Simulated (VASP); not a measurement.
# O (Fmmm) in VASP: notebook

The runs below take O through single point, with PBE.

All numbers are computed with VASP 6.6.1; they aren't measurements. Logs are shortened: lines on timing, memory, paths and dates and some standing lists are left out, and cuts for length are marked.

## 1. The cell of the first run

Symmetry: Fmmm, No. 69, orthorhombic system. The conventional cell has a = 3.004 Å, b = 3.780 Å, c = 7.798 Å, α = 90.00°, β = 90.00°, γ = 90.00°. O (site symmetry mm2) has 1 O at 1.23 Å within 1.6 Å.

## 2. Single point, PBE

Contents of INCAR:

```
ALGO = Normal
EDIFF = 1E-6
ENCUT = 520
GGA = PE
ISIF = 2
ISMEAR = -1
LASPH = True
LCHARG = False
LREAL = False
LWAVE = False
NBANDS = 13
NELM = 60
PREC = Accurate
SIGMA = 0.05
```

Contents of KPOINTS:

```
k-points
0
Gamma
  12 12 12
```

Contents of POSCAR:

```
O
1.0
    0.0000000000      1.8898850000      3.8988370000
    1.5017730000      0.0000000000      3.8988370000
    1.5017730000      1.8898850000      0.0000000000
O
2
Direct
    0.5789020000      0.5789020000      0.4210980000
    0.4210980000      0.4210980000      0.5789020000
```

Potentials or basis: VASP PAW PBE potentials, release 64 (O).

Started as:

```console
> cat potpaw_PBE.64/O/POTCAR > POTCAR
> mpirun -np 1 vasp_std > vasp.out
```

OUTCAR:

```text
EDIFF = 1E-6
   ENCUT = 520
   GGA = PE
   ISIF = 2
   ISMEAR = -1
   LASPH = True
   LREAL = False
   NELM = 60
   PREC = Accurate

 ion  position               nearest neighbor table
   1  0.579  0.579  0.421-   2 1.23
   2  0.421  0.421  0.579-   1 1.23

  LATTYP: Found a face centered orthorhombic cell.
 ALAT       =     3.0035460000
 B/A-ratio  =     1.2584358621
 C/A-ratio  =     2.5961560103

  Lattice vectors:

 A1 = (   0.0000000000,   1.8898850000,   3.8988370000)
 A2 = (   1.5017730000,   0.0000000000,   3.8988370000)
 A3 = (   1.5017730000,   1.8898850000,   0.0000000000)

Analysis of symmetry for initial positions (statically):
=====================================================================
 Subroutine PRICEL returns:
 Original cell was already a primitive cell.

 Routine SETGRP: Setting up the symmetry group for a
 face centered orthorhombic supercell.

 Subroutine GETGRP returns: Found  8 space group operations
 (whereof  8 operations were pure point group operations)
 out of a pool of  8 trial point group operations.

The static configuration has the point symmetry D_2h.

Analysis of symmetry for dynamics (positions and initial velocities):
=====================================================================
 Subroutine PRICEL returns:
 Original cell was already a primitive cell.

 Routine SETGRP: Setting up the symmetry group for a
 face centered orthorhombic supercell.

 Subroutine GETGRP returns: Found  8 space group operations
 (whereof  8 operations were pure point group operations)
 out of a pool of  8 trial point group operations.

The dynamic configuration has the point symmetry D_2h.

 Subroutine INISYM returns: Found  8 space group operations
 (whereof  8 operations are pure point group operations),
 and found     1 'primitive' translations

----------------------------------------------------------------------------------------

                                     Primitive cell

  volume of cell :      22.1312

  direct lattice vectors                    reciprocal lattice vectors
     0.000000000  1.889885000  3.898837000    -0.332939798  0.264566363  0.128243371
     1.501773000  0.000000000  3.898837000     0.332939798 -0.264566363  0.128243371
     1.501773000  1.889885000  0.000000000     0.332939798  0.264566363 -0.128243371

  length of vectors
     4.332735310  4.178067986  2.413915379     0.444174101  0.444174101  0.444174101

  position of ions in fractional coordinates (direct lattice)
     0.578902000  0.578902000  0.421098000
     0.421098000  0.421098000  0.578902000

  ion indices of the primitive-cell ions
   primitive index   ion index
                 1           1
                 2           2

----------------------------------------------------------------------------------------

 KPOINTS: k-points

Automatic generation of k-mesh.
 Grid dimensions read from file:
 generate k-points for:   12   12   12

 Generating k-lattice:

  Cartesian coordinates                     Fractional coordinates (reciprocal lattice)
    -0.027744983  0.022047197  0.010686948     0.083333333  0.000000000  0.000000000
     0.027744983 -0.022047197  0.010686948     0.000000000  0.083333333  0.000000000
     0.027744983  0.022047197 -0.010686948     0.000000000  0.000000000  0.083333333

  Length of vectors
     0.037014508  0.037014508  0.037014508

  Shift w.r.t. Gamma in fractional coordinates (k-lattice)
     0.000000000  0.000000000  0.000000000

 Subroutine IBZKPT returns following result:
 ===========================================

 Found    280 irreducible k-points:

 Following reciprocal coordinates:
            Coordinates               Weight
  0.000000  0.000000  0.000000      1.000000
  0.083333  0.000000  0.000000      8.000000
  0.166667  0.000000  0.000000      8.000000
  0.250000  0.000000  0.000000      8.000000
  0.333333  0.000000  0.000000      8.000000
  0.416667  0.000000  0.000000      8.000000
[... 16 lines left out ...]
  0.500000  0.166667 -0.000000      8.000000
 -0.416667  0.166667  0.000000      8.000000
[... 41 lines left out ...]

 E-fermi :   0.4477     XC(G=0):  -9.5350

 val. band max:        0.4447022396   @ k =  -0.3333   0.4167   0.1667
 cond. band min:       0.4504126214   @ k =   0.4167  -0.2500   0.2500
 fundamental gap:      0.0057103818
 Fermi energy:         0.4476636108

 k-point     1 :       0.0000    0.0000    0.0000
  band No.  band energies     occupation
      1     -26.5843      2.00000
      2     -14.2606      2.00000
      3      -8.0611      2.00000
      4      -4.5846      2.00000
      5      -4.1076      2.00000
      6       1.6002      0.00000
      7       2.0125      0.00000
      8      10.5668      0.00000
      9      10.6064      0.00000
     10      13.1544      0.00000
     11      19.0041      0.00000
     12      21.5575      0.00000
     13      27.0169      0.00000

 k-point     2 :       0.0833    0.0000    0.0000
  band No.  band energies     occupation
      1     -26.5356      2.00000
      2     -14.2128      2.00000
      3      -8.0052      2.00000
      4      -4.7517      2.00000
      5      -4.2068      2.00000
      6       1.4584      0.00000
      7       1.9328      0.00000
      8      10.2819      0.00000
      9      11.0515      0.00000
     10      13.3781      0.00000
     11      19.2301      0.00000
     12      21.5660      0.00000
     13      26.2512      0.00000

 k-point     3 :       0.1667    0.0000    0.0000
  band No.  band energies     occupation
      1     -26.4001      2.00000
      2     -14.0771      2.00000
      3      -7.8674      2.00000
      4      -5.3525      2.00000
      5      -4.2728      2.00000
      6       0.9180      0.00016
      7       1.8841      0.00000
      8      10.0157      0.00000
      9      11.7547      0.00000
     10      14.0033      0.00000
     11      19.7529      0.00000
     12      21.3823      0.00000
     13      24.7340      0.00000
[... 305 lines left out ...]
 k-point    23 :       0.5000    0.1667   -0.0000
  band No.  band energies     occupation
      1     -25.9961      2.00000
      2     -13.8143      2.00000
      3      -7.7340      2.00000
      4      -6.4196      2.00000
      5      -4.2616      2.00000
      6      -0.6160      2.00000
      7       1.9478      0.00000
      8       8.8024      0.00000
      9      14.5603      0.00000
     10      15.5222      0.00000
     11      17.8945      0.00000
     12      21.1544      0.00000
     13      25.7291      0.00000

 k-point    24 :      -0.4167    0.1667    0.0000
  band No.  band energies     occupation
      1     -25.8469      2.00000
      2     -13.5662      2.00000
      3      -8.2242      2.00000
      4      -6.4666      2.00000
      5      -4.2402      2.00000
      6      -1.1966      2.00000
      7       1.9597      0.00000
      8       9.2553      0.00000
      9      15.4492      0.00000
     10      15.8785      0.00000
     11      16.9470      0.00000
     12      20.1636      0.00000
     13      25.8364      0.00000

 [... further k-points ...]

------------------------ aborting loop because EDIFF is reached ----------------------------------------

  FORCE on cell =-STRESS in cart. coord.  units (eV):
  Direction    XX          YY          ZZ          XY          YZ          ZX
  --------------------------------------------------------------------------------------
  -------------------------------------------------------------------------------------
  Total        0.3055009     -0.0822527      0.1042832      0.0000000      0.0000000      0.0000000
  in kB       22.1165985     -5.9546448      7.5495380      0.0000000      0.0000000      0.0000000
  external PRESSURE =       7.9038306 kB  Pullay stress =       0.0000000 kB

 VOLUME and BASIS-vectors are now :
 -----------------------------------------------------------------------------
  energy-cutoff  :      520.00
  volume of cell :       22.13
      direct lattice vectors                 reciprocal lattice vectors
     0.000000000  1.889885000  3.898837000    -0.332939798  0.264566363  0.128243371
     1.501773000  0.000000000  3.898837000     0.332939798 -0.264566363  0.128243371
     1.501773000  1.889885000  0.000000000     0.332939798  0.264566363 -0.128243371

 POSITION                                       TOTAL-FORCE (eV/Angst)
 -----------------------------------------------------------------------------------
      1.50177      1.88989      4.51409         0.000000      0.000000     -0.121666
      1.50177      1.88989      3.28358         0.000000      0.000000      0.121666
 -----------------------------------------------------------------------------------
    total drift:                                0.000000      0.000000      0.000000

  FREE ENERGIE OF THE ION-ELECTRON SYSTEM (eV)
  ---------------------------------------------------
  free  energy   TOTEN  =        -9.6549824353 eV

  energy  without entropy=       -9.6464089776  energy(sigma->0) =       -9.65069571
```

It took 25 s on 1 thread of Intel Xeon 6975P-C (Granite Rapids), shared host; peak memory 0.18 GiB.

Results:

```yaml
Free_energy: -9.6550 eV
Pressure: 0.8 GPa
Largest_force: 0.122 eV/Å
Band_gap_on_the_k_mesh: zero (bands 6 and 7 overlap by 1.95 eV)
```

Forces in eV/Å, atoms in the order of the input:
```
O    0.000  0.000 -0.122
O    0.000  0.000  0.122
```

Levels at points of the mesh, in eV from the Fermi level:
| k point | band 2 | band 3 | band 4 | band 5 | band 6 | band 7 | band 8 | band 9 | band 10 | band 11 |
| --- | --- | --- | --- | --- | --- | --- | --- | --- | --- | --- |
| (0.00, 0.00, 0.00) | -14.71 | -8.51 | -5.03 | -4.56 | 1.15 | 1.56 | 10.12 | 10.16 | 12.71 | 18.56 |
| (0.50, 0.00, 0.00) | -13.87 | -8.88 | -6.99 | -4.68 | -1.85 | 1.51 | 9.18 | 15.02 | 15.20 | 17.29 |
| (0.50, 0.50, 0.00) | -15.26 | -7.30 | -5.08 | -4.58 | 1.28 | 1.63 | 6.30 | 10.89 | 13.70 | 20.41 |
| (0.50, 0.00, 0.50) | -12.99 | -8.55 | -7.06 | -6.56 | -1.31 | -0.53 | 10.39 | 11.98 | 15.55 | 18.55 |
| (0.00, 0.50, 0.50) | -13.16 | -8.41 | -7.15 | -6.20 | -1.74 | -0.26 | 9.63 | 11.93 | 17.39 | 17.71 |

Caveat: the standard files for N, O and F lose accuracy on very short bonds; spin is off for a triplet molecule; this functional lacks dispersion, which holds the molecules together, so the pressure and a relaxed volume are unreliable.

## 3. Single point, PBE (10.40 Å³/atom)

This run uses another cell than the first one, of 10.40 Å³/atom.

Contents of INCAR:

```
SYSTEM = O
ALGO     = Normal         ! electronic algorithm
EDIFF    = 1E-6           ! SCF threshold, eV
ENCUT    = 520            ! plane-wave cutoff, eV
GGA      = PE             ! functional
ISIF     = 2              ! what is computed and relaxed
ISMEAR   = -1             ! smearing method
LASPH    = .True.         ! aspherical terms in the spheres
LCHARG   = .False.        ! write CHGCAR
LREAL    = .False.        ! projectors in reciprocal space
LWAVE    = .False.        ! write WAVECAR
NBANDS   = 13             ! bands
NELM     = 80             ! most SCF steps
PREC     = Accurate       ! precision mode
SIGMA    = 0.05           ! smearing width, eV
```

Contents of KPOINTS:

```
k-points
0
Gamma
  12 12 12
  0 0 0
```

Contents of POSCAR:

```
O
1.0
    0.0000000000      1.8513050931      3.8192465653
    1.4711159692      0.0000000000      3.8192465653
    1.4711159692      1.8513050931      0.0000000000
O
2
Direct
    0.5789020000      0.5789020000      0.4210980000
    0.4210980000      0.4210980000      0.5789020000
```

Potentials or basis: VASP PAW PBE potentials, release 64 (O).

Started as:

```console
> cat potpaw_PBE.64/O/POTCAR > POTCAR
> mpirun -np 1 vasp_std > vasp.out
```

Wall time 51 s (1 thread of Intel Xeon 8259CL, shared host); peak memory 0.18 GiB.

The run converged. Its results:

- Free energy: -9.6117 eV
- Pressure: 9.2 GPa
- Largest force: 1.800 eV/Å
- Band gap on the k mesh: zero (bands 6 and 7 overlap by 2.15 eV)

Forces in eV/Å, atoms in the order of the input:
```
O    0.000  0.000  1.800
O    0.000  0.000 -1.800
```

Stress tensor (GPa, compression positive):
```
 5.24  0.00  0.00
 0.00  2.82  0.00
 0.00  0.00 19.40
```

Levels at points of the mesh, in eV from the Fermi level:
| k point | band 2 | band 3 | band 4 | band 5 | band 6 | band 7 | band 8 | band 9 | band 10 | band 11 |
| --- | --- | --- | --- | --- | --- | --- | --- | --- | --- | --- |
| (0.00, 0.00, 0.00) | -14.82 | -8.96 | -5.34 | -4.82 | 1.27 | 1.72 | 10.56 | 10.87 | 12.75 | 19.18 |
| (0.50, 0.00, 0.00) | -13.87 | -9.54 | -7.25 | -4.95 | -2.04 | 1.66 | 9.77 | 15.45 | 15.59 | 17.53 |
| (0.50, 0.50, 0.00) | -15.47 | -7.60 | -5.39 | -4.85 | 1.41 | 1.79 | 6.64 | 11.09 | 14.33 | 20.61 |
| (0.50, 0.00, 0.50) | -12.87 | -9.17 | -7.54 | -6.75 | -1.44 | -0.59 | 11.19 | 11.89 | 15.71 | 18.81 |
| (0.00, 0.50, 0.50) | -13.07 | -9.02 | -7.64 | -6.34 | -1.93 | -0.28 | 10.34 | 11.80 | 17.80 | 18.07 |

Caveat: the standard files for N, O and F lose accuracy on very short bonds; spin is off for a triplet molecule; the cell stands under pressure; this functional lacks dispersion, which holds the molecules together, so the pressure and a relaxed volume are unreliable; forces of over 1 eV/Å act on the atoms, so gaps and moduli don't describe the material at rest.

## 4. Single point, PBE (10.62 Å³/atom)

This run uses another cell than the first one, of 10.62 Å³/atom.

Contents of INCAR:

```
SYSTEM = O
ALGO = Normal
EDIFF = 1E-6
ENCUT = 520
GGA = PE
ISIF = 2
ISMEAR = -1
LASPH = .True.
LCHARG = .False.
LREAL = .False.
LWAVE = .False.
NBANDS = 13
NELM = 80
PREC = Accurate
SIGMA = 0.05
```

KPOINTS is that of step 3.

Contents of POSCAR:

```
O
1.0
    0.0000000000      1.8643428824      3.8461435541
    1.4814762822      0.0000000000      3.8461435541
    1.4814762822      1.8643428824      0.0000000000
O
2
Direct
    0.5789020000      0.5789020000      0.4210980000
    0.4210980000      0.4210980000      0.5789020000
```

Started as:

```console
> cat potpaw_PBE.64/O/POTCAR > POTCAR
> mpirun -np 1 vasp_std > vasp.out
```

Wall time 51 s (1 thread of Intel Xeon 8259CL, shared host); peak memory 0.18 GiB.

The run converged. Its results:

```
Free energy            : -9.6340 eV
Pressure               : 6.1 GPa
Largest force          : 1.110 eV/Å
Band gap on the k mesh : zero (bands 6 and 7 overlap by 2.08 eV)
```

Forces in eV/Å, atoms in the order of the input:
```
O    0.000  0.000  1.110
O    0.000  0.000 -1.110
```

Stress tensor (GPa, compression positive):
```
 4.10  0.00  0.00
 0.00  1.53  0.00
 0.00  0.00 12.52
```

Levels at points of the mesh, in eV from the Fermi level:
| k point | band 4 | band 5 | band 6 | band 7 | band 8 | band 9 |
| --- | --- | --- | --- | --- | --- | --- |
| (0.00, 0.00, 0.00) | -5.23 | -4.73 | 1.23 | 1.67 | 10.42 | 10.61 |
| (0.50, 0.00, 0.00) | -7.16 | -4.86 | -1.97 | 1.61 | 9.57 | 15.30 |
| (0.50, 0.50, 0.00) | -5.29 | -4.76 | 1.36 | 1.73 | 6.53 | 11.02 |
| (0.50, 0.00, 0.50) | -7.37 | -6.69 | -1.39 | -0.57 | 10.92 | 11.92 |
| (0.00, 0.50, 0.50) | -7.47 | -6.30 | -1.86 | -0.27 | 10.09 | 11.85 |

Caveat: the standard files for N, O and F lose accuracy on very short bonds; spin is off for a triplet molecule; the cell stands under pressure; this functional lacks dispersion, which holds the molecules together, so the pressure and a relaxed volume are unreliable; forces of over 1 eV/Å act on the atoms, so gaps and moduli don't describe the material at rest.

## 5. Single point, PBE (10.84 Å³/atom)

This run uses another cell than the first one, of 10.84 Å³/atom.

Contents of INCAR:

```
SYSTEM = O
ALGO     = Normal         ! electronic algorithm
EDIFF    = 1E-6           ! SCF threshold, eV
ENCUT    = 520            ! plane-wave cutoff, eV
GGA      = PE             ! functional
ISIF     = 2              ! what is computed and relaxed
ISMEAR   = -1             ! smearing method
LASPH    = .TRUE.         ! aspherical terms in the spheres
LCHARG   = .FALSE.        ! write CHGCAR
LREAL    = .FALSE.        ! projectors in reciprocal space
LWAVE    = .FALSE.        ! write WAVECAR
NBANDS   = 13             ! bands
NELM     = 60             ! most SCF steps
PREC     = Accurate       ! precision mode
SIGMA    = 0.05           ! smearing width, eV
```

Contents of KPOINTS:

```
k-points
0
G
  12 12 12
  0 0 0
```

Contents of POSCAR:

```
O
1.0
    0.0000000000      1.8772008259      3.8726695203
    1.4916936829      0.0000000000      3.8726695203
    1.4916936829      1.8772008259      0.0000000000
O
2
Direct
    0.5789020000      0.5789020000      0.4210980000
    0.4210980000      0.4210980000      0.5789020000
```

Started as:

```console
> cat potpaw_PBE.64/O/POTCAR > POTCAR
> mpirun -np 1 vasp_std > vasp.out
```

It took 60 s on 1 thread of Intel Xeon 8259CL, shared host; peak memory 0.19 GiB.

It converged, with:

| Item | Value |
| --- | --- |
| Free energy | -9.6482 eV |
| Pressure | 3.3 GPa |
| Largest force | 0.471 eV/Å |
| Band gap on the k mesh | zero (bands 6 and 7 overlap by 2.01 eV) |

Forces on the atoms (eV/Å):
```
O    0.000  0.000  0.471
O    0.000  0.000 -0.471
```

Stress tensor (GPa, compression positive):
```
3.10 0.00 0.00
0.00 0.40 0.00
0.00 0.00 6.33
```

Levels at points of the mesh, in eV from the Fermi level:
```tsv
k point	band 3	band 4	band 5	band 6	band 7	band 8	band 9	band 10
(0.00, 0.00, 0.00)	-8.65	-5.13	-4.64	1.19	1.61	10.29	10.36	12.72
(0.50, 0.00, 0.00)	-9.09	-7.08	-4.77	-1.91	1.56	9.38	15.16	15.33
(0.50, 0.50, 0.00)	-7.40	-5.18	-4.67	1.32	1.68	6.41	10.95	13.90
(0.50, 0.00, 0.50)	-8.75	-7.21	-6.63	-1.35	-0.55	10.65	11.95	15.60
(0.00, 0.50, 0.50)	-8.61	-7.31	-6.25	-1.80	-0.27	9.85	11.89	17.52
```

Caveat: the standard files for N, O and F lose accuracy on very short bonds; spin is off for a triplet molecule; the cell stands under pressure; this functional lacks dispersion, which holds the molecules together, so the pressure and a relaxed volume are unreliable.

## 6. Summary

| cell | gap on the mesh (eV) | pressure (GPa) | largest force (eV/Å) |
| --- | --- | --- | --- |
| a = 4.333, b = 4.178, c = 2.414 Å, angles 77.1, 70.0, 32.9°, 2 atoms | none | 0.8 | 0.12 |
| a = 4.244, b = 4.093, c = 2.365 Å, angles 77.1, 70.0, 32.9°, 2 atoms | none | 9.2 | 1.80 |
| a = 4.274, b = 4.122, c = 2.381 Å, angles 77.1, 70.0, 32.9°, 2 atoms | none | 6.1 | 1.11 |
| a = 4.304, b = 4.150, c = 2.398 Å, angles 77.1, 70.0, 32.9°, 2 atoms | none | 3.3 | 0.47 |

Alike in all rows: task single point; level PBE; potentials or basis VASP PAW PBE potentials, release 64 (O); no spin polarisation; k mesh 12 × 12 × 12; cutoff (eV) 520; smearing fermi-dirac 0.05 eV.

Caveats: the standard files for N, O and F lose accuracy on very short bonds; spin is off for a triplet molecule; this functional lacks dispersion, which holds the molecules together, so the pressure and a relaxed volume are unreliable; the cell stands under pressure (at least some runs); forces of over 1 eV/Å act on the atoms, so gaps and moduli don't describe the material at rest (at least some runs).

Absolute energies hang on the potentials; compare differences alone.
